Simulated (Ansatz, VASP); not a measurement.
## One calculation of SrCl2, two programs

```
CELL_PARAMETERS angstrom
-0.36795 3.31158 3.31158
3.31158 -0.36795 3.31158
3.31158 3.31158 -0.36795
ATOMIC_POSITIONS crystal
Sr 0.00000 0.00000 0.00000
Cl 0.25000 0.25000 0.25000
Cl 0.75000 0.75000 0.75000
```

Alike in both runs: task single point; functional PBE; k mesh 6 × 6 × 6; occupations gaussian, width 0.05 eV; no spin polarisation.

```csv
,VASP,Ansatz
version,VASP 6.6.1,Ansatz 0.2.0
potentials or method,"VASP PAW PBE potentials, release 64 (Sr_sv, Cl), cutoff 520 eV","scalar-relativistic, plane waves, PAW"
valence electrons in the cell,24,24
```

Ansatz gave:

| Item | Value |
| --- | --- |
| gap on the k mesh at the Fermi level (eV) | 5.34 |
| least direct gap on the mesh (eV) | 5.59 |
| pressure (GPa) | 2.8 |
| traceless stress, the component that is largest in VASP (GPa) | 3.14 |
| rms of the force components (eV/Å) | 0.431 |

Task: What did VASP give for the same quantities?

Result: gap on the k mesh at the Fermi level (eV): 5.33; least direct gap on the mesh (eV): 5.58; pressure (GPa): 3.0; traceless stress, the component that is largest in VASP (GPa): 3.22; rms of the force components (eV/Å): 0.444.

Atom by atom the forces differ by 0.013 eV/Å (rms over components). With one functional, cell and mesh, what is left measures potentials, basis and numerics.
